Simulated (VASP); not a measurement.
# Ni (Fm-3m) in VASP: single point with PBE

Aim: the single point of Ni with PBE.

All numbers are computed with VASP 6.6.1; they aren't measurements. Logs are shortened: lines on timing, memory, paths and dates and some standing lists are left out, and cuts for length are marked.

### Step 1. The cell of the first run

It takes space group Fm-3m (No. 225, cubic). Conventional cell: a = 3.698 Å, b = 3.698 Å, c = 3.698 Å, α = 90.00°, β = 90.00°, γ = 90.00°. Ni (site symmetry m-3m) has 12 Ni at 2.61 Å within 3.4 Å.

### Step 2. Single point, PBE, collinear spin, ferromagnetic start

Contents of INCAR:

```
SYSTEM = Ni
ALGO = Normal
EDIFF = 1E-6
ENCUT = 600
GGA = PE
GGA_COMPAT = .FALSE.
ISIF = 2
ISMEAR = -1
ISPIN = 2
LASPH = .TRUE.
LCHARG = .FALSE.
LMAXMIX = 4
LORBIT = 11
LREAL = .FALSE.
LWAVE = .FALSE.
MAGMOM = 0.82
NBANDS = 15
NELM = 200
PREC = Accurate
SIGMA = 0.1
```

Contents of KPOINTS:

```
k-points
0
G
  8 8 8
  0 0 0
```

Contents of POSCAR:

```
Ni
1.0
    0.0000000000      1.8490620000      1.8490620000
    1.8490620000      0.0000000000      1.8490620000
    1.8490620000      1.8490620000      0.0000000000
Ni
1
Direct
    0.0000000000      0.0000000000      0.0000000000
```

Potentials or basis: VASP PAW PBE potentials, release 64 (Ni).

Started as:

```bash
> cat potpaw_PBE.64/Ni/POTCAR > POTCAR
> mpirun -np 1 vasp_std > vasp.out
```

OUTCAR:

```text
SYSTEM = Ni
   EDIFF = 1E-6
   ENCUT = 600
   GGA = PE
   ISIF = 2
   ISMEAR = -1
   ISPIN = 2
   LASPH = .TRUE.
   LORBIT = 11
   LREAL = .FALSE.
   NELM = 200
   PREC = Accurate

 ion  position               nearest neighbor table
   1  0.000  0.000  0.000-

  LATTYP: Found a face centered cubic cell.
 ALAT       =     3.6981240000

  Lattice vectors:

 A1 = (   0.0000000000,   1.8490620000,   1.8490620000)
 A2 = (   1.8490620000,   0.0000000000,   1.8490620000)
 A3 = (   1.8490620000,   1.8490620000,   0.0000000000)

Analysis of symmetry for initial positions (statically):
[... 6 lines left out ...]

 Subroutine GETGRP returns: Found 48 space group operations
 (whereof 48 operations were pure point group operations)
 out of a pool of 48 trial point group operations.

The static configuration has the point symmetry O_h .

Analysis of symmetry for dynamics (positions and initial velocities):
[... 6 lines left out ...]

 Subroutine GETGRP returns: Found 48 space group operations
 (whereof 48 operations were pure point group operations)
 out of a pool of 48 trial point group operations.

The dynamic configuration has the point symmetry O_h .

Analysis of structural, dynamic, and magnetic symmetry:
=====================================================================
 Subroutine PRICEL returns:
 Original cell was already a primitive cell.

 Routine SETGRP: Setting up the symmetry group for a
 face centered cubic supercell.

 Subroutine GETGRP returns: Found 48 space group operations
 (whereof 48 operations were pure point group operations)
 out of a pool of 48 trial point group operations.

The overall configuration has the point symmetry O_h .

 Subroutine INISYM returns: Found 48 space group operations
 (whereof 48 operations are pure point group operations),
 and found     1 'primitive' translations

----------------------------------------------------------------------------------------

                                     Primitive cell

  volume of cell :      12.6440

  direct lattice vectors                    reciprocal lattice vectors
     0.000000000  1.849062000  1.849062000    -0.270407374  0.270407374  0.270407374
     1.849062000  0.000000000  1.849062000     0.270407374 -0.270407374  0.270407374
     1.849062000  1.849062000  0.000000000     0.270407374  0.270407374 -0.270407374

  length of vectors
     2.614968558  2.614968558  2.614968558     0.468359311  0.468359311  0.468359311

  position of ions in fractional coordinates (direct lattice)
     0.000000000  0.000000000  0.000000000

  ion indices of the primitive-cell ions
   primitive index   ion index
                 1           1

----------------------------------------------------------------------------------------

 KPOINTS: k-points

Automatic generation of k-mesh.
 Grid dimensions read from file:
 generate k-points for:    8    8    8

 Generating k-lattice:

  Cartesian coordinates                     Fractional coordinates (reciprocal lattice)
    -0.033800922  0.033800922  0.033800922     0.125000000  0.000000000  0.000000000
     0.033800922 -0.033800922  0.033800922     0.000000000  0.125000000  0.000000000
     0.033800922  0.033800922 -0.033800922     0.000000000  0.000000000  0.125000000

  Length of vectors
     0.058544914  0.058544914  0.058544914

  Shift w.r.t. Gamma in fractional coordinates (k-lattice)
     0.000000000  0.000000000  0.000000000

 Subroutine IBZKPT returns following result:
 ===========================================

 Found     29 irreducible k-points:

 Following reciprocal coordinates:
            Coordinates               Weight
  0.000000  0.000000  0.000000      1.000000
  0.125000  0.000000  0.000000      8.000000
  0.250000  0.000000  0.000000      8.000000
  0.375000  0.000000  0.000000      8.000000
  0.500000  0.000000  0.000000      4.000000
  0.125000  0.125000  0.000000      6.000000
[... 16 lines left out ...]
  0.500000  0.250000  0.125000     48.000000
 -0.375000  0.250000  0.125000     24.000000
 [... further k-points ...]
   k-points           NKPTS =     29   k-points in BZ     NKDIM =     29   number of bands    NBANDS=     15
   number of dos      NEDOS =    301   number of ions     NIONS =      1
   total plane-waves  NPLWV =  13824
   dimension x,y,z NGX =    24 NGY =   24 NGZ =   24
   dimension x,y,z NGXF=    48 NGYF=   48 NGZF=   48
   ions per type =               1
   NGX,Y,Z   is equivalent  to a cutoff of  15.26, 15.26, 15.26 a.u.
   NGXF,Y,Z  is equivalent  to a cutoff of  30.52, 30.52, 30.52 a.u.
 SYSTEM =  Ni
   PREC   = accura    normal or accurate (medium, high low for compatibility)
   ISTART =      0    job   : 0-new  1-cont  2-samecut
   ICHARG =      2    charge: 1-file 2-atom 10-const
   ISPIN  =      2    spin polarized calculation?
   LNONCOLLINEAR =      F non collinear calculations
   LSORBIT =      F    spin-orbit coupling
   LASPH  =      T    aspherical Exc in radial PAW
   ENCUT  =  600.0 eV  44.10 Ry    6.64 a.u.   5.22  5.22  5.22*2*pi/ulx,y,z
   NELM   =    200;   NELMIN=  2; NELMDL= -5     # of ELM steps
   EDIFF  = 0.1E-05   stopping-criterion for ELM
   LREAL  =      F    real-space projection
   EDIFFG = 0.1E-04   stopping-criterion for IOM
   NSW    =      0    number of steps for IOM
   IBRION =     -1    ionic relax: 0-MD 1-quasi-New 2-CG
   NFREE  =      0    steps in history (QN), initial steepest desc. (CG)
   ISIF   =      2    stress and relaxation
   ISYM   =      2    0-nonsym 1-usesym 2-fastsym
   POTIM  = 0.5000    time-step for ionic-motion
   TEBEG  =    0.0;   TEEND  =   0.0 temperature during run
   PSTRESS=    0.0 pullay stress
   NELECT =      10.0000    total number of electrons
   NUPDOWN=      -1.0000    fix difference up-down
   EMIN   =  10.00;   EMAX   =-10.00  energy-range for DOS
   EFERMI =   0.00;   METHOD = LEGACY
   ISMEAR =    -1;   SIGMA  =   0.10  broadening in eV -4-tet -1-fermi 0-gaus
   EFERMI_NEDOS =   21; number of points for ismear=-14 and -15
   IALGO  =     38    algorithm
   IMIX   =      4    mixing-type and parameters
     AMIX     =   0.40;   BMIX     =  1.00
     AMIX_MAG =   1.60;   BMIX_MAG =  1.00
  volume/ion in A,a.u.               =      12.64        85.33
  Fermi-wavevector in a.u.,A,eV,Ry     =   1.513956  2.860963 31.185422  2.292064
  Thomas-Fermi vector in A             =   2.623678
   LORBIT       =     11    0 simple, 1 ext, 2 COOP (PROOUT), +10 PAW based schemes
   GGA     = PE    functional components
   LHFCALC =     F    Hartree Fock is set to
   AEXX    =    0.0000 exact exchange contribution
   IVDW    =     0    specifies the selected vdW correction
   LEPSILON=     F    determine dielectric tensor
   LRPA    =     F    only Hartree local field effects (RPA)
 spin polarized calculation
  energy-cutoff  :      600.00
  volume of cell :       12.64
 maximum number of plane-waves:       444
 NGX is ok and might be reduce to    24
   NGX = 11   NGY = 11   NGZ = 11

 number of electron      10.0000002 magnetization       0.6857581

 Free energy of the ion-electron system (eV)
  ---------------------------------------------------
  ext. energy  EPLUGINS =         0.00000000
  ---------------------------------------------------
  free energy    TOTEN  =        -5.37559812 eV

  energy without entropy =       -5.31264734  energy(sigma->0) =       -5.34412273

 E-fermi :   7.4183     XC(G=0): -12.3932

 val. band max:        7.3992447781   @ k =   0.3750   0.3750   0.0000
 cond. band min:       7.4320395598   @ k =   0.3750   0.1250   0.0000
 fundamental gap:      0.0327947817
 Fermi energy:         7.4183260601

 spin component 1

 k-point     1 :       0.0000    0.0000    0.0000
  band No.  band energies     occupation
      1      -0.6022      1.00000
      2       5.2890      1.00000
      3       5.2890      1.00000
      4       5.2890      1.00000
      5       6.2329      0.99999
      6       6.2329      0.99999
      7      29.8511      0.00000
      8      32.5574      0.00000
      9      32.5574      0.00000
     10      32.5574      0.00000
     11      35.1485      0.00000
     12      35.1485      0.00000
     13      35.1485      0.00000
     14      38.3694      0.00000
     15      43.1747      0.00000
[... 397 lines left out ...]
 k-point    24 :      -0.3750    0.2500    0.1250
  band No.  band energies     occupation
      1       4.0471      1.00000
      2       4.8023      1.00000
      3       5.2515      1.00000
      4       5.8158      1.00000
      5       6.6720      0.99943
      6      10.4260      0.00000
      7      12.5372      0.00000
      8      22.0150      0.00000
      9      22.4153      0.00000
     10      30.9471      0.00000
     11      34.6440      0.00000
     12      41.6931      0.00000
     13      43.3664      0.00000
     14      43.9207      0.00000
     15      45.5857      0.00000

 [... further k-points ...]

 spin component 2

 k-point     1 :       0.0000    0.0000    0.0000
  band No.  band energies     occupation
      1      -0.6450      1.00000
      2       6.0956      1.00000
      3       6.0956      1.00000
      4       6.0956      1.00000
      5       6.8901      0.99494
      6       6.8901      0.99494
      7      29.6595      0.00000
      8      32.5616      0.00000
      9      32.5616      0.00000
     10      32.5616      0.00000
     11      35.2386      0.00000
     12      35.2386      0.00000
     13      35.2386      0.00000
     14      38.2105      0.00000
     15      43.3228      0.00000
[... 397 lines left out ...]
 k-point    24 :      -0.3750    0.2500    0.1250
  band No.  band energies     occupation
      1       4.5940      1.00000
      2       5.2750      1.00000
      3       5.9025      1.00000
      4       6.4925      0.99990
      5       7.5103      0.28494
      6      10.6646      0.00000
      7      12.8791      0.00000
      8      22.0696      0.00000
      9      22.5198      0.00000
     10      30.9378      0.00000
     11      34.6703      0.00000
     12      41.6368      0.00000
     13      43.4139      0.00000
     14      43.9865      0.00000
     15      45.7061      0.00000

 [... further k-points ...]
[... 5 lines left out ...]
  --------------------------------------------------------------------------------------
  -------------------------------------------------------------------------------------
  Total       -1.5657216     -1.5657216     -1.5657216     -0.0000000      0.0000000     -0.0000000
  in kB     -198.3995670   -198.3995670   -198.3995670     -0.0000000      0.0000000     -0.0000000
  external PRESSURE =    -198.3995670 kB  Pullay stress =       0.0000000 kB

 VOLUME and BASIS-vectors are now :
 -----------------------------------------------------------------------------
  energy-cutoff  :      600.00
  volume of cell :       12.64
      direct lattice vectors                 reciprocal lattice vectors
     0.000000000  1.849062000  1.849062000    -0.270407374  0.270407374  0.270407374
     1.849062000  0.000000000  1.849062000     0.270407374 -0.270407374  0.270407374
     1.849062000  1.849062000  0.000000000     0.270407374  0.270407374 -0.270407374

 POSITION                                       TOTAL-FORCE (eV/Angst)
 -----------------------------------------------------------------------------------
      0.00000      0.00000      0.00000         0.000000      0.000000      0.000000
 -----------------------------------------------------------------------------------
    total drift:                               -0.000000      0.000000      0.000000

  FREE ENERGIE OF THE ION-ELECTRON SYSTEM (eV)
  ---------------------------------------------------
  free  energy   TOTEN  =        -5.3755981202 eV

  energy  without entropy=       -5.3126473395  energy(sigma->0) =       -5.34412273

 total charge

# of ion       s       p       d       tot
------------------------------------------
    1        0.440   0.381   8.260   9.081

 magnetization (x)

# of ion       s       p       d       tot
------------------------------------------
    1       -0.006  -0.023   0.741   0.712
```

Run time: 12 s. Hardware: 1 thread of Intel Xeon 6975P-C, shared host; peak memory 0.15 GiB.

What came out:

| Quantity | Value |
| --- | --- |
| Free energy | -5.3756 eV |
| Pressure | -19.8 GPa |
| Net moment | 0.69 μB per cell |
| Site moments | Ni +0.71 μB |
| Valence electrons inside the program's atomic spheres | Ni 9.08 |

Levels at points of the mesh, in eV from the Fermi level:
Spin up:
```csv
k point,band 1,band 2,band 3,band 4,band 5,band 6,band 7,band 8,band 9,band 10
"(0.00, 0.00, 0.00)",-8.02,-2.13,-2.13,-2.13,-1.19,-1.19,22.43,25.14,25.14,25.14
"(0.50, 0.00, 0.00)",-4.11,-2.10,-2.10,-0.67,-0.67,-0.02,4.65,21.00,22.14,22.14
"(0.50, 0.50, 0.00)",-3.87,-3.52,-0.62,-0.58,-0.58,2.37,7.93,13.48,13.48,17.93
```
Spin down:
```tsv
k point	band 1	band 2	band 3	band 4	band 5	band 6	band 7	band 8	band 9
(0.00, 0.00, 0.00)	-8.06	-1.32	-1.32	-1.32	-0.53	-0.53	22.24	25.14	25.14
(0.50, 0.00, 0.00)	-3.64	-1.42	-1.42	-0.10	0.14	0.14	5.09	20.83	22.24
(0.50, 0.50, 0.00)	-3.47	-2.85	0.06	0.33	0.33	2.32	8.19	13.48	13.48
```

Caveat: the k points lie up to 0.37 Å⁻¹ apart.
